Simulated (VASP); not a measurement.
# WS2 in VASP: a series of runs

WS2 is run at these levels: PBE, r2SCAN; tasks: single point.

Program: VASP 6.6.1. These are calculated values, not measurements. Logs are shortened: lines on timing, memory, paths and dates and some standing lists are left out, and cuts for length are marked.

## Step 1: The cell of the first run

It takes space group R3m (No. 160, trigonal). Conventional cell: a = 3.086 Å, b = 3.086 Å, c = 18.209 Å, α = 90.00°, β = 90.00°, γ = 120.00°. W (site symmetry 3m) has 6 S at 2.39 Å and 6 W at 3.09 Å within 3.2 Å. S (site symmetry 3m) has 3 W at 2.39 Å and 7 S at 3.09 to 3.17 Å within 3.2 Å. Within 3.2 Å of S (site symmetry 3m) lie 3 W at 2.39 Å and 7 S at 3.09 to 3.17 Å.

## Step 2: Single point, PBE (strain -2.7%)

INCAR reads:

```
SYSTEM = WS2
ALGO     = Normal         ! electronic algorithm
EDIFF    = 1E-6           ! SCF threshold, eV
ENCUT    = 520            ! plane-wave cutoff, eV
GGA      = PE             ! functional
ISIF     = 2              ! what is computed and relaxed
ISMEAR   = -1             ! smearing method
LASPH    = .True.         ! aspherical terms in the spheres
LCHARG   = .False.        ! write CHGCAR
LREAL    = .False.        ! projectors in reciprocal space
LWAVE    = .False.        ! write WAVECAR
NBANDS   = 20             ! bands
NELM     = 100            ! most SCF steps
PREC     = Accurate       ! precision mode
SIGMA    = 0.02           ! smearing width, eV
```

KPOINTS reads:

```
k-points
0
Gamma
  10 10 10
  0 0 0
```

POSCAR reads:

```
WS2
1.0
    1.5432263603      0.8909821546      6.0696878746
   -1.5432263603      0.8909821546      6.0696878746
    0.0000000000     -1.7819643089      6.0696878747
W S
1 2
Direct
    0.0006509585      0.0006509585      0.0006509585
    0.2469155902      0.2469155902      0.2469155902
    0.4211334514      0.4211334514      0.4211334514
```

Potentials or basis: VASP PAW PBE potentials, release 64 (W_sv, S).

Command:

```sh
$ cat potpaw_PBE.64/W_sv/POTCAR potpaw_PBE.64/S/POTCAR > POTCAR
$ mpirun -np 1 vasp_std > vasp.out
```

OUTCAR:

```text
SYSTEM = WS2
   EDIFF = 1E-6
   ENCUT = 520
   GGA = PE
   ISIF = 2
   ISMEAR = -1
   LASPH = .True.
   LREAL = .False.
   NELM = 100
   PREC = Accurate

 ion  position               nearest neighbor table
   1  0.001  0.001  0.001-   2 2.39   2 2.39   2 2.39   3 2.39   3 2.39   3 2.39
   2  0.247  0.247  0.247-   1 2.39   1 2.39   1 2.39
   3  0.421  0.421  0.421-   1 2.39   1 2.39   1 2.39

  LATTYP: Found a trigonal (rhomboedric) cell.
 ALAT       =     6.3258602335
 COS(alpha) =     0.8809717421

  Lattice vectors:

 A1 = (   1.5432263603,   0.8909821546,   6.0696878746)
 A2 = (  -1.5432263603,   0.8909821546,   6.0696878746)
 A3 = (   0.0000000000,  -1.7819643089,   6.0696878747)

Analysis of symmetry for initial positions (statically):
=====================================================================
 Subroutine PRICEL returns:
 Original cell was already a primitive cell.

 Routine SETGRP: Setting up the symmetry group for a
 trigonal (rhombohedral) supercell.

 Subroutine GETGRP returns: Found  6 space group operations
 (whereof  6 operations were pure point group operations)
 out of a pool of 12 trial point group operations.

The static configuration has the point symmetry C_3v.

Analysis of symmetry for dynamics (positions and initial velocities):
=====================================================================
 Subroutine PRICEL returns:
 Original cell was already a primitive cell.

 Routine SETGRP: Setting up the symmetry group for a
 trigonal (rhombohedral) supercell.

 Subroutine GETGRP returns: Found  6 space group operations
 (whereof  6 operations were pure point group operations)
 out of a pool of 12 trial point group operations.

The dynamic configuration has the point symmetry C_3v.

 Subroutine INISYM returns: Found  6 space group operations
 (whereof  6 operations are pure point group operations),
 and found     1 'primitive' translations

----------------------------------------------------------------------------------------

                                     Primitive cell

  volume of cell :      50.0745

  direct lattice vectors                    reciprocal lattice vectors
     1.543226360  0.890982155  6.069687875     0.323996539  0.187059489  0.054917706
    -1.543226360  0.890982155  6.069687875    -0.323996539  0.187059489  0.054917706
     0.000000000 -1.781964309  6.069687875     0.000000000 -0.374118978  0.054917706

  length of vectors
     6.325860234  6.325860234  6.325860234     0.378128238  0.378128238  0.378128238

  position of ions in fractional coordinates (direct lattice)
     0.000650959  0.000650959  0.000650959
     0.246915590  0.246915590  0.246915590
     0.421133451  0.421133451  0.421133451

  ion indices of the primitive-cell ions
   primitive index   ion index
                 1           1
                 2           2
                 3           3

----------------------------------------------------------------------------------------

 KPOINTS: k-points

Automatic generation of k-mesh.
 Grid dimensions read from file:
 generate k-points for:   10   10   10

 Generating k-lattice:

  Cartesian coordinates                     Fractional coordinates (reciprocal lattice)
     0.032399654  0.018705949  0.005491771     0.100000000  0.000000000  0.000000000
    -0.032399654  0.018705949  0.005491771     0.000000000  0.100000000  0.000000000
     0.000000000 -0.037411898  0.005491771     0.000000000  0.000000000  0.100000000

  Length of vectors
     0.037812824  0.037812824  0.037812824

  Shift w.r.t. Gamma in fractional coordinates (k-lattice)
     0.000000000  0.000000000  0.000000000

 Subroutine IBZKPT returns following result:
 ===========================================

 Found    116 irreducible k-points:

 Following reciprocal coordinates:
            Coordinates               Weight
  0.000000  0.000000  0.000000      1.000000
  0.100000  0.000000  0.000000      6.000000
  0.200000  0.000000  0.000000      6.000000
  0.300000 -0.000000  0.000000      6.000000
  0.400000  0.000000  0.000000      6.000000
  0.500000 -0.000000  0.000000      3.000000
[... 16 lines left out ...]
  0.300000  0.300000  0.000000      6.000000
  0.400000  0.300000  0.000000     12.000000
 [... further k-points ...]
   k-points           NKPTS =    116   k-points in BZ     NKDIM =    116   number of bands    NBANDS=     20
   number of dos      NEDOS =    301   number of ions     NIONS =      3
   total plane-waves  NPLWV = 110592
   dimension x,y,z NGX =    48 NGY =   48 NGZ =   48
   dimension x,y,z NGXF=    96 NGYF=   96 NGZF=   96
   ions per type =               1   2
   NGX,Y,Z   is equivalent  to a cutoff of  12.61, 12.61, 12.61 a.u.
   NGXF,Y,Z  is equivalent  to a cutoff of  25.23, 25.23, 25.23 a.u.
 SYSTEM =  WS2
   PREC   = accura    normal or accurate (medium, high low for compatibility)
   ISTART =      0    job   : 0-new  1-cont  2-samecut
   ICHARG =      2    charge: 1-file 2-atom 10-const
[... 36 lines left out ...]
   LRPA    =     F    only Hartree local field effects (RPA)
 non-spin polarized calculation
  energy-cutoff  :      520.00
  volume of cell :       50.07
 maximum number of plane-waves:      1368
   NGX = 23   NGY = 23   NGZ = 23

 number of electron      25.9999999 magnetization

 Free energy of the ion-electron system (eV)
  ---------------------------------------------------
  ext. energy  EPLUGINS =         0.00000000
  ---------------------------------------------------
  free energy    TOTEN  =       -23.47679729 eV

  energy without entropy =      -23.47679729  energy(sigma->0) =      -23.47679729

 E-fermi :   8.5981     XC(G=0): -11.3073

 val. band max:        8.1769468870   @ k =   0.5000   0.5000   0.5000
 cond. band min:       9.1753104689   @ k =  -0.2000   0.2000   0.0000
 fundamental gap:      0.9983635819
 Fermi energy:         8.5981393661

 k-point     1 :       0.0000    0.0000    0.0000
  band No.  band energies     occupation
      1     -66.2733      2.00000
      2     -30.5956      2.00000
      3     -30.3312      2.00000
      4     -30.3312      2.00000
      5      -7.6866      2.00000
      6      -5.6008      2.00000
[... 12 lines left out ...]
     19      16.3312      0.00000
     20      17.1809      0.00000

 k-point     2 :       0.1000    0.0000    0.0000
  band No.  band energies     occupation
      1     -66.2707      2.00000
      2     -30.5874      2.00000
      3     -30.3763      2.00000
      4     -30.3416      2.00000
      5      -7.4997      2.00000
      6      -5.5450      2.00000
[... 12 lines left out ...]
     19      16.8941      0.00000
     20      17.1810      0.00000

 k-point     3 :       0.2000    0.0000    0.0000
  band No.  band energies     occupation
      1     -66.2642      2.00000
      2     -30.5658      2.00000
      3     -30.4927      2.00000
      4     -30.3686      2.00000
      5      -6.9759      2.00000
      6      -5.3880      2.00000
[... 12 lines left out ...]
     19      16.8905      0.00000
     20      17.5103      0.00000

 k-point     4 :       0.3000   -0.0000    0.0000
  band No.  band energies     occupation
      1     -66.2562      2.00000
      2     -30.6335      2.00000
      3     -30.5390      2.00000
      4     -30.4017      2.00000
      5      -6.2295      2.00000
      6      -5.1686      2.00000
[... 12 lines left out ...]
     19      16.1276      0.00000
     20      16.7852      0.00000

 k-point     5 :       0.4000    0.0000    0.0000
  band No.  band energies     occupation
      1     -66.2497      2.00000
      2     -30.7452      2.00000
      3     -30.5172      2.00000
      4     -30.4284      2.00000
      5      -5.4868      2.00000
      6      -4.9673      2.00000
[... 12 lines left out ...]
     19      15.1279      0.00000
     20      15.7591      0.00000
[... 353 lines left out ...]
      6      -4.8405      2.00000
[... 12 lines left out ...]
     19      16.1464      0.00000
     20      17.2599      0.00000

 k-point    22 :      -0.2000    0.2000    0.0000
  band No.  band energies     occupation
      1     -66.2525      2.00000
      2     -30.6571      2.00000
      3     -30.5265      2.00000
      4     -30.4594      2.00000
      5      -5.8559      2.00000
      6      -5.0189      2.00000
[... 12 lines left out ...]
     19      16.6486      0.00000
     20      16.9397      0.00000

 k-point    23 :       0.3000    0.3000    0.0000
  band No.  band energies     occupation
      1     -66.2562      2.00000
      2     -30.6335      2.00000
      3     -30.5390      2.00000
      4     -30.4017      2.00000
      5      -6.1700      2.00000
      6      -5.2573      2.00000
[... 12 lines left out ...]
     19      15.8030      0.00000
     20      17.3283      0.00000

 k-point    24 :       0.4000    0.3000    0.0000
  band No.  band energies     occupation
      1     -66.2517      2.00000
      2     -30.6922      2.00000
      3     -30.5240      2.00000
      4     -30.4397      2.00000
      5      -5.6741      2.00000
      6      -5.1148      2.00000
[... 12 lines left out ...]
     19      15.7458      0.00000
     20      17.1248      0.00000

 [... further k-points ...]
[... 5 lines left out ...]
  --------------------------------------------------------------------------------------
  -------------------------------------------------------------------------------------
  Total        4.0269347      4.0269347      2.3160732     -0.0000000     -0.0000000     -0.0000000
  in kB      128.8454022    128.8454022     74.1048464     -0.0000000     -0.0000000     -0.0000000
  external PRESSURE =     110.5985503 kB  Pullay stress =       0.0000000 kB

 VOLUME and BASIS-vectors are now :
 -----------------------------------------------------------------------------
  energy-cutoff  :      520.00
  volume of cell :       50.07
      direct lattice vectors                 reciprocal lattice vectors
     1.543226360  0.890982155  6.069687875     0.323996539  0.187059489  0.054917706
    -1.543226360  0.890982155  6.069687875    -0.323996539  0.187059489  0.054917706
     0.000000000 -1.781964309  6.069687875     0.000000000 -0.374118978  0.054917706

 POSITION                                       TOTAL-FORCE (eV/Angst)
 -----------------------------------------------------------------------------------
      0.00000      0.00000      0.01185         0.000000      0.000000      0.003635
      0.00000      0.00000      4.49610         0.000000     -0.000000     -0.248477
      0.00000      0.00000      7.66845         0.000000      0.000000      0.244842
 -----------------------------------------------------------------------------------
    total drift:                                0.000000     -0.000000      0.000220

  FREE ENERGIE OF THE ION-ELECTRON SYSTEM (eV)
  ---------------------------------------------------
  free  energy   TOTEN  =       -23.4767972904 eV

  energy  without entropy=      -23.4767972904  energy(sigma->0) =      -23.47679729
```

Run time: 1.9 min. Hardware: 1 thread of Intel Xeon 6975P-C (Granite Rapids), shared host; peak memory 0.37 GiB.

What came out:

- Free energy: -23.4768 eV
- Pressure: 11.1 GPa
- Largest force: 0.248 eV/Å
- Band gap on the k mesh: 1.00 eV (least direct gap 2.35 eV)

Forces in eV/Å, atoms in the order of the input:
```
W    0.000  0.000  0.004
S    0.000  0.000 -0.248
S    0.000  0.000  0.245
```

Levels at points of the mesh, in eV from the valence-band top:
```
           k point  band 11  band 12  band 13  band 14  band 15  band 16
(0.00, 0.00, 0.00)    -2.02    -1.52    -1.48     2.48     2.48     2.74
(0.50, 0.00, 0.00)    -2.66    -1.74    -1.52     2.75     2.77     3.93
(0.50, 0.50, 0.00)    -3.37    -1.79    -1.51     2.71     2.97     3.46
(0.50, 0.50, 0.50)    -1.97    -1.97     0.00     2.53     2.53     2.63
```

Caveat: the cell differs from its parent crystal (strain -2.7%); the cell stands under pressure; spin-orbit coupling is left out, which moves the levels of the heavy elements. A k mesh can miss the band edges.

## Step 3: Single point, r2SCAN (strain -2.7%)

POSCAR is that of step 2.

INCAR.step1 reads:

```
PREC = Accurate
ENCUT = 520
ISMEAR = 0
SIGMA = 0.01
LREAL = False
LASPH = True
NELM = 100
NBANDS = 20
GGA = PE
ALGO = Normal
EDIFF = 1E-4
LWAVE = True
LCHARG = False
```

INCAR.step2 reads:

```
PREC = Accurate
ENCUT = 520
EDIFF = 1E-6
ISMEAR = 0
SIGMA = 0.01
LREAL = False
LASPH = True
NELM = 100
ALGO = Normal
ISIF = 2
LWAVE = False
LCHARG = False
METAGGA = R2SCAN
LMIXTAU = True
NBANDS = 20
ISTART = 1
```

KPOINTS reads:

```
regular mesh
0
Gamma
  10 10 10
```

Potentials or basis: VASP PAW PBE potentials, release 64 (W_sv, S).

Command:

```sh
$ cat potpaw_PBE.64/W_sv/POTCAR potpaw_PBE.64/S/POTCAR > POTCAR
$ cp INCAR.step1 INCAR
$ mpirun -np 1 vasp_std > vasp.out
$ cp INCAR.step2 INCAR
$ mpirun -np 1 vasp_std > vasp.out
```

It took 7.4 min on 1 thread of Intel Xeon 6975P-C (Granite Rapids), shared host; peak memory 0.42 GiB.

The run converged. Its results:

```yaml
Free_energy: -69.9235 eV
Pressure: 9.5 GPa
Largest_force: 0.030 eV/Å
Band_gap_on_the_k_mesh: 1.11 eV (least direct gap 2.56 eV)
```

Forces on the atoms (eV/Å):
```
W    0.000  0.000  0.000
S    0.000  0.000  0.029
S    0.000  0.000 -0.030
```

Stress tensor (GPa, compression positive):
```
12.06  0.00  0.00
 0.00 12.06  0.00
 0.00  0.00  4.24
```

Levels at points of the mesh, in eV from the valence-band top:
```csv
k point,band 9,band 10,band 11,band 12,band 13,band 14,band 15,band 16,band 17,band 18
"(0.00, 0.00, 0.00)",-3.48,-2.16,-2.16,-1.63,-1.55,2.63,2.63,2.87,2.87,5.81
"(0.50, 0.00, 0.00)",-5.66,-4.25,-2.83,-1.84,-1.66,2.90,2.91,4.20,4.22,5.15
"(0.50, 0.50, 0.00)",-5.28,-4.14,-3.56,-1.94,-1.60,2.84,3.17,3.69,4.85,5.69
"(0.50, 0.50, 0.50)",-3.50,-3.50,-2.11,-2.11,0.00,2.65,2.65,2.79,2.79,5.94
```

Caveat: the cell differs from its parent crystal (strain -2.7%); the cell stands under pressure; the PAW data sets were made with another functional, which shifts forces and pressure a little; spin-orbit coupling is left out, which moves the levels of the heavy elements. A k mesh can miss the band edges.

## Step 4: Single point, r2SCAN

This run uses another cell than the first one, of 18.11 Å³/atom.

POSCAR reads:

```
WS2
1.0
    1.5858867129      0.9156121206      6.2374759785
   -1.5858867129      0.9156121206      6.2374759785
    0.0000000000     -1.8312242411      6.2374759785
W S
1 2
Direct
    0.0006662241      0.0006662241      0.0006662241
    0.2505579540      0.2505579540      0.2505579540
    0.4174758220      0.4174758220      0.4174758220
```

INCAR.step1 reads:

```
SYSTEM = WS2
PREC = Accurate
ENCUT = 520
ISMEAR = 0
SIGMA = 0.01
LREAL = .FALSE.
LASPH = .TRUE.
NELM = 60
NBANDS = 20
GGA = PE
ALGO = Normal
EDIFF = 1E-4
LWAVE = .TRUE.
LCHARG = .FALSE.
```

INCAR.step2 reads:

```
SYSTEM = WS2
PREC = Accurate
ENCUT = 520
EDIFF = 1E-7
ISMEAR = 0
SIGMA = 0.01
LREAL = .FALSE.
LASPH = .TRUE.
NELM = 60
ALGO = Normal
ISIF = 2
LWAVE = .FALSE.
LCHARG = .TRUE.
METAGGA = R2SCAN
LMIXTAU = .TRUE.
LELF = .TRUE.
LVHAR = .TRUE.
NBANDS = 20
ISTART = 1
```

KPOINTS reads:

```
regular mesh
0
G
  10 10 10
  0 0 0
```

Command:

```sh
$ cat potpaw_PBE.64/W_sv/POTCAR potpaw_PBE.64/S/POTCAR > POTCAR
$ cp INCAR.step1 INCAR
$ mpirun -np 1 vasp_std > vasp.out
$ cp INCAR.step2 INCAR
$ mpirun -np 1 vasp_std > vasp.out
```

Wall time 9.2 min (1 thread of Intel Xeon 6975P-C (Granite Rapids), shared host); peak memory 0.44 GiB.

Results (log left out):

| Item | Value |
| --- | --- |
| Free energy | -70.0673 eV |
| Pressure | 1.4 GPa |
| Largest force | 0.031 eV/Å |
| Band gap on the k mesh | 1.25 eV (least direct gap 2.32 eV) |

Forces on the atoms (eV/Å):
```
W    0.000  0.000  0.000
S    0.000  0.000  0.031
S    0.000  0.000 -0.031
```

Stress tensor (GPa, compression positive):
```
1.52 0.00 0.00
0.00 1.52 0.00
0.00 0.00 1.24
```

Levels at points of the mesh, in eV from the valence-band top:
| k point | band 10 | band 11 | band 12 | band 13 | band 14 | band 15 | band 16 | band 17 |
| --- | --- | --- | --- | --- | --- | --- | --- | --- |
| (0.00, 0.00, 0.00) | -2.45 | -2.45 | -1.73 | -1.17 | 2.37 | 2.37 | 2.63 | 2.63 |
| (0.50, 0.00, 0.00) | -4.35 | -2.72 | -2.01 | -1.76 | 2.39 | 2.73 | 3.92 | 4.10 |
| (0.50, 0.50, 0.00) | -4.28 | -3.27 | -2.18 | -1.61 | 2.35 | 2.87 | 3.50 | 4.55 |
| (0.50, 0.50, 0.50) | -3.73 | -2.42 | -2.42 | 0.00 | 2.45 | 2.45 | 2.51 | 2.51 |

Caveat: the PAW data sets were made with another functional, which shifts forces and pressure a little; spin-orbit coupling is left out, which moves the levels of the heavy elements. r2SCAN opens gaps a little over a GGA but as a rule still falls short of measured ones.

## Step 5: Single point, PBE (uniaxial x strain +2.7%)

INCAR reads:

```
SYSTEM = WS2
  ALGO = Normal
  EDIFF = 1E-7
  ENCUT = 520
  GGA = PE
  ISIF = 2
  ISMEAR = -1
  LASPH = .True.
  LCHARG = .False.
  LREAL = .False.
  LWAVE = .False.
  NBANDS = 20
  NELM = 80
  PREC = Accurate
  SIGMA = 0.02
```

KPOINTS reads:

```
k-points
0
Gamma
  10 10 10
  0 0 0
```

POSCAR reads:

```
WS2
1.0
    1.6291814201      0.9156121206      6.2374759785
   -1.6291814201      0.9156121206      6.2374759785
    0.0000000000     -1.8312242411      6.2374759785
W S
1 2
Direct
   -0.0003113073     -0.0003113073      0.0026262409
    0.2517302527      0.2517302527      0.2504590288
    0.4172810547      0.4172810547      0.4156147303
```

Command:

```sh
$ cat potpaw_PBE.64/W_sv/POTCAR potpaw_PBE.64/S/POTCAR > POTCAR
$ mpirun -np 1 vasp_std > vasp.out
```

Wall time 6 min (1 thread of Intel Xeon 6975P-C (Granite Rapids), shared host); peak memory 0.52 GiB.

The run converged. Its results:

* Free energy: -23.6248 eV
* Pressure: 0.5 GPa
* Largest force: 0.181 eV/Å
* Band gap on the k mesh: 1.06 eV (least direct gap 1.92 eV)

Forces on the atoms (eV/Å):
```
W    0.000 -0.026  0.002
S    0.000  0.014 -0.180
S    0.000  0.012  0.179
```

Stress tensor (GPa, compression positive):
```
-3.30  0.00  0.00
 0.00  1.16 -0.08
 0.00 -0.08  3.58
```

Levels at points of the mesh, in eV from the valence-band top:
| k point | band 10 | band 11 | band 12 | band 13 | band 14 | band 15 | band 16 | band 17 |
| --- | --- | --- | --- | --- | --- | --- | --- | --- |
| (0.00, 0.00, 0.00) | -2.57 | -2.40 | -1.56 | -1.03 | 1.96 | 2.12 | 2.23 | 2.48 |
| (0.50, 0.00, 0.00) | -4.13 | -2.54 | -1.97 | -1.74 | 1.94 | 2.43 | 3.48 | 3.81 |
| (0.50, 0.50, 0.00) | -4.35 | -2.96 | -2.38 | -1.51 | 2.00 | 2.52 | 3.04 | 4.14 |
| (0.00, 0.00, 0.50) | -4.42 | -2.48 | -2.22 | -1.60 | 2.04 | 2.42 | 3.42 | 3.71 |
| (0.50, 0.00, 0.50) | -4.07 | -3.06 | -2.12 | -1.60 | 1.90 | 2.51 | 3.12 | 4.20 |
| (0.50, 0.50, 0.50) | -3.55 | -2.54 | -2.37 | 0.00 | 2.04 | 2.12 | 2.20 | 2.37 |

Caveat: the cell differs from its parent crystal (uniaxial x strain +2.7%); spin-orbit coupling is left out, which moves the levels of the heavy elements. A k mesh can miss the band edges.

## Step 6: Overview

```csv
level,cell,smearing,gap on the mesh (eV),pressure (GPa),largest force (eV/Å)
PBE,"a = 6.326 Å, angles 28.2°, 3 atoms, atomic positions A",fermi-dirac 0.02 eV,1.00,11.1,0.25
r2SCAN,"a = 6.326 Å, angles 28.2°, 3 atoms, atomic positions A",gaussian 0.01 eV,1.11,9.5,0.03
r2SCAN,"a = 6.501 Å, angles 28.2°, 3 atoms, atomic positions B",gaussian 0.01 eV,1.25,1.4,0.03
PBE,"a = 6.511, b = 6.511, c = 6.501 Å, angles 28.4, 28.4, 29.0°, 3 atoms, atomic positions C",fermi-dirac 0.02 eV,1.06,0.5,0.18
```

Alike in all rows: task single point; potentials or basis VASP PAW PBE potentials, release 64 (W_sv, S); no spin polarisation; k mesh 10 × 10 × 10; cutoff (eV) 520.

Caveats: spin-orbit coupling is left out, which moves the levels of the heavy elements; the cell stands under pressure (at least some runs); the PAW data sets were made with another functional, which shifts forces and pressure a little (at least some runs).

Absolute energies hang on the potentials; compare differences alone.
